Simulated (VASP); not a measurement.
# FeO (Wuestite) (R-3m) in VASP: a series of runs

FeO (Wuestite) is run at these levels: PBEsol; tasks: single point.

Everything below comes from runs of VASP 6.6.1. Logs are shortened: lines on timing, memory, paths and dates and some standing lists are left out, and cuts for length are marked.

## (1) The cell of the first run

The structure is trigonal, space group R-3m (No. 166). The conventional cell has a = 3.038 Å, b = 3.038 Å, c = 7.559 Å, α = 90.00°, β = 90.00°, γ = 120.00°. Within 2.9 Å of Fe (site symmetry -3m) lie 6 O at 2.16 Å. Within 2.9 Å of O (site symmetry -3m) lie 6 Fe at 2.16 Å.

## (2) Single point, PBEsol, collinear spin, ferromagnetic start

File INCAR:

```
  PREC = Accurate
  ENCUT = 520
  EDIFF = 1E-6
  ISMEAR = -1
  SIGMA = 0.05
  LREAL = F
  LASPH = T
  NELM = 150
  ALGO = Normal
  ISIF = 2
  LWAVE = F
  LCHARG = T
  ISPIN = 2
  MAGMOM = 3 0
  LORBIT = 11
  LMAXMIX = 4
  GGA = PS
  LELF = T
  LVHAR = T
  NBANDS = 18
```

File KPOINTS:

```
regular mesh
0
Gamma
  11 11 11
```

File POSCAR:

```
FeO
1.0
    1.5188209023      0.8768916568      2.5195772846
   -1.5188209023      0.8768916568      2.5195772846
    0.0000000000     -1.7537833136      2.5195772846
Fe O
1 1
Direct
    0.0000000000      0.0000000000      0.0000000000
    0.5000000000      0.5000000000      0.5000000000
```

Potentials or basis: VASP PAW PBE potentials, release 64 (Fe, O).

The run is started by

```bash
$ cat potpaw_PBE.64/Fe/POTCAR potpaw_PBE.64/O/POTCAR > POTCAR
$ mpirun -np 1 vasp_std > vasp.out
```

OUTCAR:

```text
PREC = Accurate
   ENCUT = 520
   EDIFF = 1E-6
   ISMEAR = -1
   LREAL = F
   LASPH = T
   NELM = 150
   ISIF = 2
   ISPIN = 2
   LORBIT = 11
   GGA = PS

 ion  position               nearest neighbor table
   1  0.000  0.000  0.000-   2 2.16   2 2.16   2 2.16   2 2.16   2 2.16   2 2.16
   2  0.500  0.500  0.500-   1 2.16   1 2.16   1 2.16   1 2.16   1 2.16   1 2.16

  LATTYP: Found a trigonal (rhomboedric) cell.
 ALAT       =     3.0698575869
 COS(alpha) =     0.5104391626

  Lattice vectors:

 A1 = (   1.5188209023,   0.8768916568,   2.5195772846)
 A2 = (  -1.5188209023,   0.8768916568,   2.5195772846)
 A3 = (   0.0000000000,  -1.7537833136,   2.5195772846)

Analysis of symmetry for initial positions (statically):
=====================================================================
 Subroutine PRICEL returns:
 Original cell was already a primitive cell.

 Routine SETGRP: Setting up the symmetry group for a
 trigonal (rhombohedral) supercell.

 Subroutine GETGRP returns: Found 12 space group operations
 (whereof 12 operations were pure point group operations)
 out of a pool of 12 trial point group operations.

The static configuration has the point symmetry D_3d.

Analysis of symmetry for dynamics (positions and initial velocities):
=====================================================================
 Subroutine PRICEL returns:
 Original cell was already a primitive cell.

 Routine SETGRP: Setting up the symmetry group for a
 trigonal (rhombohedral) supercell.

 Subroutine GETGRP returns: Found 12 space group operations
 (whereof 12 operations were pure point group operations)
 out of a pool of 12 trial point group operations.

The dynamic configuration has the point symmetry D_3d.

Analysis of structural, dynamic, and magnetic symmetry:
=====================================================================
 Subroutine PRICEL returns:
 Original cell was already a primitive cell.

 Routine SETGRP: Setting up the symmetry group for a
 trigonal (rhombohedral) supercell.

 Subroutine GETGRP returns: Found 12 space group operations
 (whereof 12 operations were pure point group operations)
 out of a pool of 12 trial point group operations.

The overall configuration has the point symmetry D_3d.

 Subroutine INISYM returns: Found 12 space group operations
 (whereof 12 operations are pure point group operations),
 and found     1 'primitive' translations

----------------------------------------------------------------------------------------

                                     Primitive cell

  volume of cell :      20.1341

  direct lattice vectors                    reciprocal lattice vectors
     1.518820902  0.876891657  2.519577285     0.329202738  0.190065290  0.132297324
    -1.518820902  0.876891657  2.519577285    -0.329202738  0.190065290  0.132297324
     0.000000000 -1.753783314  2.519577285     0.000000000 -0.380130579  0.132297324

  length of vectors
     3.069857587  3.069857587  3.069857587     0.402494521  0.402494521  0.402494521

  position of ions in fractional coordinates (direct lattice)
     0.000000000  0.000000000  0.000000000
     0.500000000  0.500000000  0.500000000

  ion indices of the primitive-cell ions
   primitive index   ion index
                 1           1
                 2           2

----------------------------------------------------------------------------------------

 KPOINTS: regular mesh

Automatic generation of k-mesh.
 Grid dimensions read from file:
 generate k-points for:   11   11   11

 Generating k-lattice:

  Cartesian coordinates                     Fractional coordinates (reciprocal lattice)
     0.029927522  0.017278663  0.012027029     0.090909091 -0.000000000  0.000000000
    -0.029927522  0.017278663  0.012027029    -0.000000000  0.090909091  0.000000000
     0.000000000 -0.034557325  0.012027029     0.000000000  0.000000000  0.090909091

  Length of vectors
     0.036590411  0.036590411  0.036590411

  Shift w.r.t. Gamma in fractional coordinates (k-lattice)
     0.000000000  0.000000000  0.000000000

 Subroutine IBZKPT returns following result:
 ===========================================

 Found    146 irreducible k-points:

 Following reciprocal coordinates:
            Coordinates               Weight
  0.000000  0.000000  0.000000      1.000000
  0.090909  0.000000 -0.000000      6.000000
  0.181818  0.000000 -0.000000      6.000000
  0.272727  0.000000  0.000000      6.000000
  0.363636  0.000000  0.000000      6.000000
  0.454545  0.000000 -0.000000      6.000000
[... 16 lines left out ...]
 -0.272727  0.181818  0.000000     12.000000
 -0.181818  0.181818  0.000000      6.000000
 [... further k-points ...]
   k-points           NKPTS =    146   k-points in BZ     NKDIM =    146   number of bands    NBANDS=     18
   number of dos      NEDOS =    301   number of ions     NIONS =      2
   total plane-waves  NPLWV =  13824
   dimension x,y,z NGX =    24 NGY =   24 NGZ =   24
   dimension x,y,z NGXF=    48 NGYF=   48 NGZF=   48
   ions per type =               1   1
   NGX,Y,Z   is equivalent  to a cutoff of  13.00, 13.00, 13.00 a.u.
   NGXF,Y,Z  is equivalent  to a cutoff of  25.99, 25.99, 25.99 a.u.
 SYSTEM =  unknown system
   PREC   = accura    normal or accurate (medium, high low for compatibility)
   ISTART =      0    job   : 0-new  1-cont  2-samecut
   ICHARG =      2    charge: 1-file 2-atom 10-const
   ISPIN  =      2    spin polarized calculation?
   LNONCOLLINEAR =      F non collinear calculations
   LSORBIT =      F    spin-orbit coupling
   LASPH  =      T    aspherical Exc in radial PAW
   ENCUT  =  520.0 eV  38.22 Ry    6.18 a.u.   5.71  5.71  5.71*2*pi/ulx,y,z
   NELM   =    150;   NELMIN=  2; NELMDL= -5     # of ELM steps
   EDIFF  = 0.1E-05   stopping-criterion for ELM
   LREAL  =      F    real-space projection
   EDIFFG = 0.1E-04   stopping-criterion for IOM
   NSW    =      0    number of steps for IOM
   IBRION =     -1    ionic relax: 0-MD 1-quasi-New 2-CG
   NFREE  =      0    steps in history (QN), initial steepest desc. (CG)
   ISIF   =      2    stress and relaxation
   ISYM   =      2    0-nonsym 1-usesym 2-fastsym
   POTIM  = 0.5000    time-step for ionic-motion
   TEBEG  =    0.0;   TEEND  =   0.0 temperature during run
   PSTRESS=    0.0 pullay stress
   NELECT =      14.0000    total number of electrons
   NUPDOWN=      -1.0000    fix difference up-down
   EMIN   =  10.00;   EMAX   =-10.00  energy-range for DOS
   EFERMI =   0.00;   METHOD = LEGACY
   ISMEAR =    -1;   SIGMA  =   0.05  broadening in eV -4-tet -1-fermi 0-gaus
   EFERMI_NEDOS =   21; number of points for ismear=-14 and -15
   IALGO  =     38    algorithm
   IMIX   =      4    mixing-type and parameters
     AMIX     =   0.40;   BMIX     =  1.00
     AMIX_MAG =   1.60;   BMIX_MAG =  1.00
  volume/ion in A,a.u.               =      10.07        67.94
  Fermi-wavevector in a.u.,A,eV,Ry     =   1.450353  2.740770 28.620176  2.103524
  Thomas-Fermi vector in A             =   2.567975
   LORBIT       =     11    0 simple, 1 ext, 2 COOP (PROOUT), +10 PAW based schemes
   GGA     = PS    functional components
   LHFCALC =     F    Hartree Fock is set to
   AEXX    =    0.0000 exact exchange contribution
   IVDW    =     0    specifies the selected vdW correction
   LEPSILON=     F    determine dielectric tensor
   LRPA    =     F    only Hartree local field effects (RPA)
 spin polarized calculation
  energy-cutoff  :      520.00
  volume of cell :       20.13
 maximum number of plane-waves:       556
   NGX = 11   NGY = 11   NGZ = 11

 number of electron      13.9999999 magnetization       4.0007618

 Free energy of the ion-electron system (eV)
  ---------------------------------------------------
  ext. energy  EPLUGINS =         0.00000000
  ---------------------------------------------------
  free energy    TOTEN  =       -15.83776798 eV

  energy without entropy =      -15.82601033  energy(sigma->0) =      -15.83188915

 E-fermi :   6.0084     XC(G=0): -12.3823

 val. band max:        6.0073986216   @ k =   0.2727   0.0909   0.0909
 cond. band min:       6.0187559778   @ k =   0.2727   0.1818   0.1818
 fundamental gap:      0.0113573561
 Fermi energy:         6.0084218791

 spin component 1

 k-point     1 :       0.0000    0.0000    0.0000
  band No.  band energies     occupation
      1     -14.6378      1.00000
      2       2.0935      1.00000
      3       2.1246      1.00000
      4       2.1574      1.00000
      5       2.1574      1.00000
      6       2.2260      1.00000
[... 10 lines left out ...]
     17      26.5154      0.00000
     18      29.5292      0.00000

 k-point     2 :       0.0909    0.0000   -0.0000
  band No.  band energies     occupation
      1     -14.5547      1.00000
      2       1.2948      1.00000
      3       1.3622      1.00000
      4       1.4311      1.00000
      5       2.1902      1.00000
      6       2.2317      1.00000
[... 10 lines left out ...]
     17      27.4961      0.00000
     18      30.8305      0.00000

 k-point     3 :       0.1818    0.0000   -0.0000
  band No.  band energies     occupation
      1     -14.3234      1.00000
      2       0.0453      1.00000
      3       0.6009      1.00000
      4       0.6812      1.00000
      5       2.3541      1.00000
      6       2.3974      1.00000
[... 10 lines left out ...]
     17      29.8012      0.00000
     18      32.8463      0.00000

 k-point     4 :       0.2727    0.0000    0.0000
  band No.  band energies     occupation
      1     -13.9989      1.00000
      2      -1.1844      1.00000
      3      -0.0118      1.00000
      4       0.0752      1.00000
      5       2.5754      1.00000
      6       2.6224      1.00000
[... 375 lines left out ...]
      4      -0.5352      1.00000
      5       2.8490      1.00000
      6       2.8855      1.00000
[... 10 lines left out ...]
     17      32.6175      0.00000
     18      33.6055      0.00000

 k-point    23 :      -0.2727    0.1818    0.0000
  band No.  band energies     occupation
      1     -13.6532      1.00000
      2      -1.8393      1.00000
      3      -0.4735      1.00000
      4      -0.1675      1.00000
      5       2.6594      1.00000
      6       2.8703      1.00000
[... 10 lines left out ...]
     17      32.5145      0.00000
     18      33.9990      0.00000

 k-point    24 :      -0.1818    0.1818    0.0000
  band No.  band energies     occupation
      1     -13.9176      1.00000
      2      -1.2790      1.00000
      3      -0.2178      1.00000
      4       0.3152      1.00000
      5       2.4775      1.00000
      6       2.7890      1.00000
[... 10 lines left out ...]
     17      32.4579      0.00000
     18      34.1712      0.00000

 [... further k-points ...]

 spin component 2

 k-point     1 :       0.0000    0.0000    0.0000
  band No.  band energies     occupation
      1     -14.0803      1.00000
      2       2.7144      1.00000
      3       2.8183      1.00000
      4       2.8183      1.00000
      5       5.2150      1.00000
      6       5.3030      1.00000
[... 10 lines left out ...]
     17      28.0549      0.00000
     18      30.6487      0.00000

 k-point     2 :       0.0909    0.0000   -0.0000
  band No.  band energies     occupation
      1     -13.9962      1.00000
      2       2.1531      1.00000
      3       2.4804      1.00000
      4       2.5717      1.00000
      5       5.3209      1.00000
      6       5.4036      0.99999
[... 10 lines left out ...]
     17      28.8530      0.00000
     18      32.0242      0.00000

 k-point     3 :       0.1818    0.0000   -0.0000
  band No.  band energies     occupation
      1     -13.7624      1.00000
      2       0.8938      1.00000
      3       1.9548      1.00000
      4       2.0500      1.00000
      5       5.5619      0.99987
      6       5.5978      0.99973
[... 10 lines left out ...]
     17      30.8161      0.00000
     18      34.0914      0.00000

 k-point     4 :       0.2727    0.0000    0.0000
  band No.  band energies     occupation
      1     -13.4342      1.00000
      2      -0.3651      1.00000
      3       1.4283      1.00000
      4       1.5258      1.00000
      5       5.8677      0.94344
      6       5.8893      0.91553
[... 375 lines left out ...]
      4       0.8804      1.00000
      5       6.2450      0.00874
      6       6.2750      0.00481
[... 10 lines left out ...]
     17      33.2154      0.00000
     18      34.3318      0.00000

 k-point    23 :      -0.2727    0.1818    0.0000
  band No.  band energies     occupation
      1     -13.0782      1.00000
      2      -0.9807      1.00000
      3       0.8712      1.00000
      4       1.0102      1.00000
      5       5.9891      0.59561
      6       6.1363      0.07195
[... 10 lines left out ...]
     17      33.1645      0.00000
     18      34.8147      0.00000

 k-point    24 :      -0.1818    0.1818    0.0000
  band No.  band energies     occupation
      1     -13.3492      1.00000
      2      -0.3819      1.00000
      3       1.2705      1.00000
      4       1.3780      1.00000
      5       5.7399      0.99536
      6       5.9590      0.72862
[... 10 lines left out ...]
     17      33.3273      0.00000
     18      34.9176      0.00000

 [... further k-points ...]
[... 5 lines left out ...]
  --------------------------------------------------------------------------------------
  -------------------------------------------------------------------------------------
  Total       -1.1175289     -1.1175289     -1.2462176      0.0000000     -0.0000000      0.0000000
  in kB      -88.9278739    -88.9278739    -99.1683377      0.0000000     -0.0000000      0.0000000
  external PRESSURE =     -92.3413618 kB  Pullay stress =       0.0000000 kB

 VOLUME and BASIS-vectors are now :
 -----------------------------------------------------------------------------
  energy-cutoff  :      520.00
  volume of cell :       20.13
      direct lattice vectors                 reciprocal lattice vectors
     1.518820902  0.876891657  2.519577285     0.329202738  0.190065290  0.132297324
    -1.518820902  0.876891657  2.519577285    -0.329202738  0.190065290  0.132297324
     0.000000000 -1.753783314  2.519577285     0.000000000 -0.380130579  0.132297324

 POSITION                                       TOTAL-FORCE (eV/Angst)
 -----------------------------------------------------------------------------------
      0.00000      0.00000      0.00000        -0.000000     -0.000000     -0.000000
      0.00000      0.00000      3.77937         0.000000      0.000000      0.000000
 -----------------------------------------------------------------------------------
    total drift:                               -0.000000      0.000000     -0.000000

  FREE ENERGIE OF THE ION-ELECTRON SYSTEM (eV)
  ---------------------------------------------------
  free  energy   TOTEN  =       -15.8377679798 eV

  energy  without entropy=      -15.8260103278  energy(sigma->0) =      -15.83188915

 total charge

# of ion       s       p       d       tot
------------------------------------------
    1        0.291   0.360   6.081   6.733
    2        1.551   3.412   0.000   4.963
--------------------------------------------------
tot          1.842   3.772   6.081  11.695

 magnetization (x)

# of ion       s       p       d       tot
------------------------------------------
    1        0.026   0.021   3.565   3.612
    2        0.030   0.272   0.000   0.302
--------------------------------------------------
tot          0.056   0.293   3.565   3.914
```

Wall time 56 s (1 thread of Intel Xeon Platinum 8488C (Sapphire Rapids), shared host); peak memory 0.21 GiB.

What came out:

```
Free energy                                           : -15.8378 eV
Pressure                                              : -9.2 GPa
Band gap on the k mesh                                : zero (filled and empty bands overlap)
Net moment                                            : 4.00 μB per cell
Site moments                                          : Fe +3.61; O +0.30 μB
Valence electrons inside the program's atomic spheres : Fe 6.73; O 4.96
```

Caveat: the PAW data sets were made with another functional, which shifts forces and pressure a little; a cell with one magnetic atom can't hold antiferromagnetic order, which such compounds often take; semilocal functionals often make such compounds metallic where correlation or magnetic order opens a gap, which also shifts bond lengths. With open d or f shells a metallic result of PBEsol can be an artefact of self-interaction; +U or a hybrid may open a gap.

(Continued in part 2 of 2.)
